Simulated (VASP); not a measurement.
# Al in VASP: notebook

Runs on Al. Level: PBEsol. Tasks: single point.

All numbers are computed with VASP 6.6.1; they aren't measurements. Logs are shortened: lines on timing, memory, paths and dates and some standing lists are left out, and cuts for length are marked.

### Step 1. The cell of the first run

Symmetry: Im-3m, No. 229, cubic system. The conventional cell has a = 3.278 Å, b = 3.278 Å, c = 3.278 Å, α = 90.00°, β = 90.00°, γ = 90.00°. Within 3.7 Å of Al (site symmetry m-3m) lie 14 Al at 2.84 to 3.28 Å.

This isn't the form of Al at room conditions, which is fcc.

### Step 2. Single point, PBEsol (strain +0.030 along x and y, +0.030 along z)

File INCAR:

```
SYSTEM = Al
PREC = Accurate
ENCUT = 520
EDIFF = 1E-6
ISMEAR = 0
SIGMA = 0.15
LREAL = .False.
LASPH = .True.
NELM = 60
ALGO = Normal
ISIF = 2
LWAVE = .False.
LCHARG = .True.
GGA = PS
LELF = .True.
LVHAR = .True.
NBANDS = 8
```

File KPOINTS:

```
Automatic mesh
0
Gamma
  20 20 20
  0 0 0
```

File POSCAR:

```
Al
1.0
   -1.6389552507      1.6389552507      1.6389552507
    1.6389552507     -1.6389552507      1.6389552507
    1.6389552507      1.6389552507     -1.6389552507
Al
1
Direct
    0.0000000000      0.0000000000      0.0000000000
```

Potentials or basis: VASP PAW PBE potentials, release 64 (Al).

Launch:

```console
> cat potpaw_PBE.64/Al/POTCAR > POTCAR
> mpirun -np 1 vasp_std > vasp.out
```

OUTCAR:

```text
SYSTEM = Al
   PREC = Accurate
   ENCUT = 520
   EDIFF = 1E-6
   ISMEAR = 0
   LREAL = .False.
   LASPH = .True.
   NELM = 60
   ISIF = 2
   GGA = PS

 ion  position               nearest neighbor table
   1  0.000  0.000  0.000-

  LATTYP: Found a body centered cubic cell.
 ALAT       =     3.2779105014

  Lattice vectors:

 A1 = (  -1.6389552507,   1.6389552507,   1.6389552507)
 A2 = (   1.6389552507,  -1.6389552507,   1.6389552507)
 A3 = (   1.6389552507,   1.6389552507,  -1.6389552507)

Analysis of symmetry for initial positions (statically):
=====================================================================
 Subroutine PRICEL returns:
 Original cell was already a primitive cell.

 Routine SETGRP: Setting up the symmetry group for a
 body centered cubic supercell.

 Subroutine GETGRP returns: Found 48 space group operations
 (whereof 48 operations were pure point group operations)
 out of a pool of 48 trial point group operations.

The static configuration has the point symmetry O_h .

Analysis of symmetry for dynamics (positions and initial velocities):
=====================================================================
 Subroutine PRICEL returns:
 Original cell was already a primitive cell.

 Routine SETGRP: Setting up the symmetry group for a
 body centered cubic supercell.

 Subroutine GETGRP returns: Found 48 space group operations
 (whereof 48 operations were pure point group operations)
 out of a pool of 48 trial point group operations.

The dynamic configuration has the point symmetry O_h .

 Subroutine INISYM returns: Found 48 space group operations
 (whereof 48 operations are pure point group operations),
 and found     1 'primitive' translations

----------------------------------------------------------------------------------------

                                     Primitive cell

  volume of cell :      17.6101

  direct lattice vectors                    reciprocal lattice vectors
    -1.638955251  1.638955251  1.638955251     0.000000000  0.305072393  0.305072393
     1.638955251 -1.638955251  1.638955251     0.305072393  0.000000000  0.305072393
     1.638955251  1.638955251 -1.638955251     0.305072393  0.305072393  0.000000000

  length of vectors
     2.838753766  2.838753766  2.838753766     0.431437515  0.431437515  0.431437515

  position of ions in fractional coordinates (direct lattice)
     0.000000000  0.000000000  0.000000000

  ion indices of the primitive-cell ions
   primitive index   ion index
                 1           1

----------------------------------------------------------------------------------------

 KPOINTS: Automatic mesh

Automatic generation of k-mesh.
 Grid dimensions read from file:
 generate k-points for:   20   20   20

 Generating k-lattice:

  Cartesian coordinates                     Fractional coordinates (reciprocal lattice)
     0.000000000  0.015253620  0.015253620     0.050000000  0.000000000  0.000000000
     0.015253620  0.000000000  0.015253620     0.000000000  0.050000000  0.000000000
     0.015253620  0.015253620  0.000000000     0.000000000  0.000000000  0.050000000

  Length of vectors
     0.021571876  0.021571876  0.021571876

  Shift w.r.t. Gamma in fractional coordinates (k-lattice)
     0.000000000  0.000000000  0.000000000

 Subroutine IBZKPT returns following result:
 ===========================================

 Found    256 irreducible k-points:

 Following reciprocal coordinates:
            Coordinates               Weight
  0.000000  0.000000  0.000000      1.000000
  0.050000  0.000000  0.000000     12.000000
  0.100000  0.000000  0.000000     12.000000
  0.150000  0.000000  0.000000     12.000000
  0.200000  0.000000  0.000000     12.000000
  0.250000  0.000000  0.000000     12.000000
[... 16 lines left out ...]
  0.200000  0.100000  0.000000     48.000000
  0.250000  0.100000  0.000000     48.000000
 [... further k-points ...]
   k-points           NKPTS =    256   k-points in BZ     NKDIM =    256   number of bands    NBANDS=      8
   number of dos      NEDOS =    301   number of ions     NIONS =      1
   total plane-waves  NPLWV =  13824
   dimension x,y,z NGX =    24 NGY =   24 NGZ =   24
   dimension x,y,z NGXF=    48 NGYF=   48 NGZF=   48
   ions per type =               1
   NGX,Y,Z   is equivalent  to a cutoff of  14.06, 14.06, 14.06 a.u.
   NGXF,Y,Z  is equivalent  to a cutoff of  28.11, 28.11, 28.11 a.u.
 SYSTEM =  Al
   PREC   = accura    normal or accurate (medium, high low for compatibility)
   ISTART =      0    job   : 0-new  1-cont  2-samecut
   ICHARG =      2    charge: 1-file 2-atom 10-const
   ISPIN  =      1    spin polarized calculation?
   LNONCOLLINEAR =      F non collinear calculations
   LSORBIT =      F    spin-orbit coupling
   LASPH  =      T    aspherical Exc in radial PAW
   ENCUT  =  520.0 eV  38.22 Ry    6.18 a.u.   5.28  5.28  5.28*2*pi/ulx,y,z
   NELM   =     60;   NELMIN=  2; NELMDL= -5     # of ELM steps
   EDIFF  = 0.1E-05   stopping-criterion for ELM
   LREAL  =      F    real-space projection
   EDIFFG = 0.1E-04   stopping-criterion for IOM
   NSW    =      0    number of steps for IOM
   IBRION =     -1    ionic relax: 0-MD 1-quasi-New 2-CG
   NFREE  =      0    steps in history (QN), initial steepest desc. (CG)
   ISIF   =      2    stress and relaxation
   ISYM   =      2    0-nonsym 1-usesym 2-fastsym
   POTIM  = 0.5000    time-step for ionic-motion
   TEBEG  =    0.0;   TEEND  =   0.0 temperature during run
   PSTRESS=    0.0 pullay stress
   NELECT =       3.0000    total number of electrons
   NUPDOWN=      -1.0000    fix difference up-down
   EMIN   =  10.00;   EMAX   =-10.00  energy-range for DOS
   EFERMI =   0.00;   METHOD = LEGACY
   ISMEAR =     0;   SIGMA  =   0.15  broadening in eV -4-tet -1-fermi 0-gaus
   EFERMI_NEDOS =   21; number of points for ismear=-14 and -15
   IALGO  =     38    algorithm
   IMIX   =      4    mixing-type and parameters
     AMIX     =   0.40;   BMIX     =  1.00
     AMIX_MAG =   1.60;   BMIX_MAG =  1.00
  volume/ion in A,a.u.               =      17.61       118.84
  Fermi-wavevector in a.u.,A,eV,Ry     =   0.907531  1.714985 11.205930  0.823613
  Thomas-Fermi vector in A             =   2.031349
   LORBIT       =      0    0 simple, 1 ext, 2 COOP (PROOUT), +10 PAW based schemes
   GGA     = PS    functional components
   LHFCALC =     F    Hartree Fock is set to
   AEXX    =    0.0000 exact exchange contribution
   IVDW    =     0    specifies the selected vdW correction
   LEPSILON=     F    determine dielectric tensor
   LRPA    =     F    only Hartree local field effects (RPA)
 non-spin polarized calculation
 Gauss-broadening in eV      SIGMA  =   0.15
  energy-cutoff  :      520.00
  volume of cell :       17.61
 maximum number of plane-waves:       490
 NGX is ok and might be reduce to    24
   NGX = 11   NGY = 11   NGZ = 11

 number of electron       3.0000000 magnetization

 Free energy of the ion-electron system (eV)
  ---------------------------------------------------
  ext. energy  EPLUGINS =         0.00000000
  ---------------------------------------------------
  free energy    TOTEN  =        -3.98296892 eV

  energy without entropy =       -3.97817332  energy(sigma->0) =       -3.98057112

 E-fermi :   7.2824     XC(G=0): -10.0253

 val. band max:        7.2604300334   @ k =  -0.4000   0.4000   0.2000
 cond. band min:       7.2893185042   @ k =   0.5000   0.5000   0.4000
 fundamental gap:      0.0288884708
 Fermi energy:         7.2823684210

 k-point     1 :       0.0000    0.0000    0.0000
  band No.  band energies     occupation
      1      -3.3946      2.00000
      2      20.1442      0.00000
      3      20.1442      0.00000
      4      20.1442      0.00000
      5      21.0424      0.00000
      6      21.0424      0.00000
      7      21.0424      0.00000
      8      23.0770      0.00000

 k-point     2 :       0.0500    0.0000    0.0000
  band No.  band energies     occupation
      1      -3.3257      2.00000
      2      19.0817      0.00000
      3      19.4310      0.00000
      4      19.8562      0.00000
      5      20.8080      0.00000
      6      21.5865      0.00000
      7      21.8709      0.00000
      8      22.4149      0.00000

 k-point     3 :       0.1000    0.0000    0.0000
  band No.  band energies     occupation
      1      -3.1192      2.00000
      2      17.2792      0.00000
      3      18.5119      0.00000
      4      19.1892      0.00000
      5      20.2309      0.00000
      6      21.4417      0.00000
      7      22.3538      0.00000
      8      23.0791      0.00000

 k-point     4 :       0.1500    0.0000    0.0000
  band No.  band energies     occupation
      1      -2.7756      2.00000
      2      15.3040      0.00000
      3      17.6811      0.00000
      4      18.4124      0.00000
      5      19.5349      0.00000
      6      20.7516      0.00000
      7      22.9365      0.00000
      8      23.2895      0.00000

 k-point     5 :       0.2000    0.0000    0.0000
  band No.  band energies     occupation
      1      -2.2959      2.00000
      2      13.3263      0.00000
      3      16.9582      0.00000
      4      17.6602      0.00000
      5      18.8542      0.00000
      6      20.1211      0.00000
      7      23.5755      0.00000
      8      23.6409      0.00000
[... 177 lines left out ...]
 k-point    22 :       0.1500    0.1000    0.0000
  band No.  band energies     occupation
      1      -2.0908      2.00000
      2      13.4908      0.00000
      3      14.6849      0.00000
      4      17.0258      0.00000
      5      20.0986      0.00000
      6      20.9494      0.00000
      7      22.9301      0.00000
      8      24.4334      0.00000

 k-point    23 :       0.2000    0.1000    0.0000
  band No.  band energies     occupation
      1      -1.4770      2.00000
      2      11.5882      0.00000
      3      14.0173      0.00000
      4      16.4032      0.00000
      5      19.5065      0.00000
      6      21.0571      0.00000
      7      22.9006      0.00000
      8      25.5760      0.00000

 k-point    24 :       0.2500    0.1000    0.0000
  band No.  band energies     occupation
      1      -0.7302      2.00000
      2       9.7681      0.00000
      3      13.4670      0.00000
      4      15.8822      0.00000
      5      18.9940      0.00000
      6      20.9646      0.00000
      7      23.2138      0.00000
      8      26.5825      0.00000

 [... further k-points ...]
[... 5 lines left out ...]
  --------------------------------------------------------------------------------------
  -------------------------------------------------------------------------------------
  Total       -0.4167039     -0.4167039     -0.4167039      0.0000000      0.0000000      0.0000000
  in kB      -37.9120127    -37.9120127    -37.9120127      0.0000000      0.0000000      0.0000000
  external PRESSURE =     -37.9120127 kB  Pullay stress =       0.0000000 kB

 VOLUME and BASIS-vectors are now :
 -----------------------------------------------------------------------------
  energy-cutoff  :      520.00
  volume of cell :       17.61
      direct lattice vectors                 reciprocal lattice vectors
    -1.638955251  1.638955251  1.638955251     0.000000000  0.305072393  0.305072393
     1.638955251 -1.638955251  1.638955251     0.305072393  0.000000000  0.305072393
     1.638955251  1.638955251 -1.638955251     0.305072393  0.305072393  0.000000000

 POSITION                                       TOTAL-FORCE (eV/Angst)
 -----------------------------------------------------------------------------------
      0.00000      0.00000      0.00000        -0.000000      0.000000      0.000000
 -----------------------------------------------------------------------------------
    total drift:                                0.000000      0.000000      0.000000

  FREE ENERGIE OF THE ION-ELECTRON SYSTEM (eV)
  ---------------------------------------------------
  free  energy   TOTEN  =        -3.9829689211 eV

  energy  without entropy=       -3.9781733176  energy(sigma->0) =       -3.98057112
```

Wall time 34 s (1 thread of AMD EPYC 7R13, shared host); peak memory 0.12 GiB.

What came out:

```yaml
Free_energy: -3.9830 eV
Pressure: -3.8 GPa
Band_gap_on_the_k_mesh: zero (an odd number of electrons rules out a gap without spin polarisation)
```

Levels at points of the mesh, in eV from the Fermi level:
| k point | band 1 | band 2 | band 3 | band 4 |
| --- | --- | --- | --- | --- |
| (0.00, 0.00, 0.00) | -10.68 | 12.86 | 12.86 | 12.86 |
| (0.50, 0.00, 0.00) | -4.07 | -3.78 | 7.68 | 8.11 |
| (0.50, 0.50, 0.50) | 1.77 | 1.77 | 1.77 | 3.07 |

Caveat: the cell differs from its parent crystal (strain +0.030 along x and y, +0.030 along z); the cell stands under tension; the PAW data sets were made with another functional, which shifts forces and pressure a little.

### Step 3. Single point, PBEsol (strain -0.030 along x and y, -0.015 along z)

File INCAR:

```
SYSTEM = Al
  ALGO = Normal
  EDIFF = 1E-7
  ENCUT = 520
  GGA = PS
  ISIF = 2
  ISMEAR = 0
  LASPH = .TRUE.
  LCHARG = .FALSE.
  LREAL = .FALSE.
  LWAVE = .FALSE.
  NBANDS = 8
  NELM = 100
  PREC = Accurate
  SIGMA = 0.15
```

File KPOINTS:

```
k-points
0
G
  20 20 20
  0 0 0
```

File POSCAR:

```
Al
1.0
   -1.5434821293      1.5434821293      1.5673504096
    1.5434821293     -1.5434821293      1.5673504096
    1.5434821293      1.5434821293     -1.5673504096
Al
1
Direct
    0.0000000000      0.0000000000      0.0000000000
```

Potentials or basis: VASP PAW PBE potentials, release 64 (Al).

Launch:

```console
> cat potpaw_PBE.64/Al/POTCAR > POTCAR
> mpirun -np 1 vasp_std > vasp.out
```

OUTCAR:

```text
SYSTEM = Al
   EDIFF = 1E-7
   ENCUT = 520
   GGA = PS
   ISIF = 2
   ISMEAR = 0
   LASPH = .TRUE.
   LREAL = .FALSE.
   NELM = 100
   PREC = Accurate

 ion  position               nearest neighbor table
   1  0.000  0.000  0.000-

  LATTYP: Found a body centered tetragonal cell.
 ALAT       =     3.0869642586
 C/A-ratio  =     1.0154639175

  Lattice vectors:

 A1 = (  -1.5434821293,   1.5434821293,   1.5673504096)
 A2 = (   1.5434821293,  -1.5434821293,   1.5673504096)
 A3 = (   1.5434821293,   1.5434821293,  -1.5673504096)

Analysis of symmetry for initial positions (statically):
=====================================================================
 Subroutine PRICEL returns:
 Original cell was already a primitive cell.

 Routine SETGRP: Setting up the symmetry group for a
 body centered tetragonal supercell.

 Subroutine GETGRP returns: Found 16 space group operations
 (whereof 16 operations were pure point group operations)
 out of a pool of 16 trial point group operations.

The static configuration has the point symmetry D_4h.

Analysis of symmetry for dynamics (positions and initial velocities):
=====================================================================
 Subroutine PRICEL returns:
 Original cell was already a primitive cell.

 Routine SETGRP: Setting up the symmetry group for a
 body centered tetragonal supercell.

 Subroutine GETGRP returns: Found 16 space group operations
 (whereof 16 operations were pure point group operations)
 out of a pool of 16 trial point group operations.

The dynamic configuration has the point symmetry D_4h.

 Subroutine INISYM returns: Found 16 space group operations
[... 104 lines left out ...]
   TEBEG  =    0.0;   TEEND  =   0.0 temperature during run
   PSTRESS=    0.0 pullay stress
   NELECT =       3.0000    total number of electrons
   NUPDOWN=      -1.0000    fix difference up-down
   EMIN   =  10.00;   EMAX   =-10.00  energy-range for DOS
   EFERMI =   0.00;   METHOD = LEGACY
   ISMEAR =     0;   SIGMA  =   0.15  broadening in eV -4-tet -1-fermi 0-gaus
   EFERMI_NEDOS =   21; number of points for ismear=-14 and -15
   IALGO  =     38    algorithm
   IMIX   =      4    mixing-type and parameters
     AMIX     =   0.40;   BMIX     =  1.00
     AMIX_MAG =   1.60;   BMIX_MAG =  1.00
  volume/ion in A,a.u.               =      14.94       100.79
  Fermi-wavevector in a.u.,A,eV,Ry     =   0.958750  1.811775 12.506503  0.919202
  Thomas-Fermi vector in A             =   2.087885
   LORBIT       =      0    0 simple, 1 ext, 2 COOP (PROOUT), +10 PAW based schemes
   GGA     = PS    functional components
   LHFCALC =     F    Hartree Fock is set to
   AEXX    =    0.0000 exact exchange contribution
   IVDW    =     0    specifies the selected vdW correction
   LEPSILON=     F    determine dielectric tensor
   LRPA    =     F    only Hartree local field effects (RPA)
 non-spin polarized calculation
 Gauss-broadening in eV      SIGMA  =   0.15
  energy-cutoff  :      520.00
  volume of cell :       14.94
 maximum number of plane-waves:       420
   NGX =  9   NGY =  9   NGZ =  9

 number of electron       3.0000000 magnetization

 Free energy of the ion-electron system (eV)
  ---------------------------------------------------
  ext. energy  EPLUGINS =         0.00000000
  ---------------------------------------------------
  free energy    TOTEN  =        -3.95060103 eV

  energy without entropy =       -3.94535566  energy(sigma->0) =       -3.94797834

 E-fermi :   9.0395     XC(G=0): -10.6299

 val. band max:        9.0272528385   @ k =  -0.4500   0.1000   0.0500
 cond. band min:       9.0482739709   @ k =   0.3500   0.2500   0.1500
 fundamental gap:      0.0210211324
 Fermi energy:         9.0395123830

 k-point     1 :       0.0000    0.0000    0.0000
  band No.  band energies     occupation
      1      -2.8042      2.00000
      2      22.7679      0.00000
      3      22.7679      0.00000
      4      23.1487      0.00000
      5      25.1207      0.00000
      6      25.2851      0.00000
      7      25.2851      0.00000
      8      25.8770      0.00000
[... 243 lines left out ...]
 k-point    24 :      -0.3500    0.0500    0.0000
  band No.  band energies     occupation
      1       0.4503      2.00000
      2      10.5788      0.00000
      3      17.4659      0.00000
      4      18.7578      0.00000
      5      21.1849      0.00000
      6      22.7701      0.00000
      7      27.5757      0.00000
      8      30.1644      0.00000

 [... further k-points ...]
[... 5 lines left out ...]
  --------------------------------------------------------------------------------------
  -------------------------------------------------------------------------------------
  Total        0.8634671      0.8634671      0.9684745      0.0000000      0.0000000      0.0000000
  in kB       92.6247565     92.6247565    103.8889749      0.0000000      0.0000000      0.0000000
  external PRESSURE =      96.3794959 kB  Pullay stress =       0.0000000 kB

 VOLUME and BASIS-vectors are now :
 -----------------------------------------------------------------------------
  energy-cutoff  :      520.00
  volume of cell :       14.94
      direct lattice vectors                 reciprocal lattice vectors
    -1.543482129  1.543482129  1.567350410     0.000000000  0.323942850  0.319009710
     1.543482129 -1.543482129  1.567350410     0.323942850  0.000000000  0.319009710
     1.543482129  1.543482129 -1.567350410     0.323942850  0.323942850  0.000000000

 POSITION                                       TOTAL-FORCE (eV/Angst)
 -----------------------------------------------------------------------------------
      0.00000      0.00000      0.00000         0.000000     -0.000000      0.000000
 -----------------------------------------------------------------------------------
    total drift:                                0.000000     -0.000000      0.000000

  FREE ENERGIE OF THE ION-ELECTRON SYSTEM (eV)
  ---------------------------------------------------
  free  energy   TOTEN  =        -3.9506010292 eV

  energy  without entropy=       -3.9453556567  energy(sigma->0) =       -3.94797834
```

Wall time 54 s (1 thread of AMD EPYC 7R13, shared host); peak memory 0.14 GiB.

What came out:

```yaml
Free_energy: -3.9506 eV
Pressure: 9.6 GPa
Band_gap_on_the_k_mesh: zero (an odd number of electrons rules out a gap without spin polarisation)
```

Caveat: the cell differs from its parent crystal (strain -0.030 along x and y, -0.015 along z); the cell stands under pressure; the PAW data sets were made with another functional, which shifts forces and pressure a little.
